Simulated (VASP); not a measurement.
A run of VASP 6.6.1:

Contents of INCAR:

```
PREC = Accurate ; ENCUT = 520
EDIFF = 1E-6 ; ISMEAR = 0
SIGMA = 0.1 ; LREAL = False
LASPH = True ; NELM = 60
ALGO = Normal ; ISIF = 2
LWAVE = False ; LCHARG = False
GGA = PE ; NBANDS = 26
```

The input KPOINTS:

```
regular mesh
0
Gamma
  12 12 4
```

Contents of POSCAR:

```
Si5Mo
1.0
    2.9085355852      0.0000000000      0.0000000000
   -1.4542677926      2.5188657046      0.0000000000
    0.0000000000      0.0000000000     12.1606723327
Si Mo
5 1
Direct
    0.6666666667      0.3333333333      0.8395796667
    0.0000000000      0.0000000000      0.6738621390
    0.6666666667      0.3333333333      0.5000000000
    0.0000000000      0.0000000000      0.3261378610
    0.6666666667      0.3333333333      0.1604203333
    0.0000000000      0.0000000000      0.0000000000
```

Potentials or basis: VASP PAW PBE potentials, release 64 (Si, Mo_sv).

Launch:

```bash
$ cat potpaw_PBE.64/Si/POTCAR potpaw_PBE.64/Mo_sv/POTCAR > POTCAR
$ mpirun -np 1 vasp_std > vasp.out
```

Hardware: 1 thread of Intel(R) Xeon(R) 6975P-C (Granite Rapids), on a shared host.

Estimate the wall time of this run.

Wall time 120 s on 1 thread of Intel(R) Xeon(R) 6975P-C (Granite Rapids), with other jobs on the host, peak memory 0.28 GiB. Counts: scf iterations 15, k points 57.
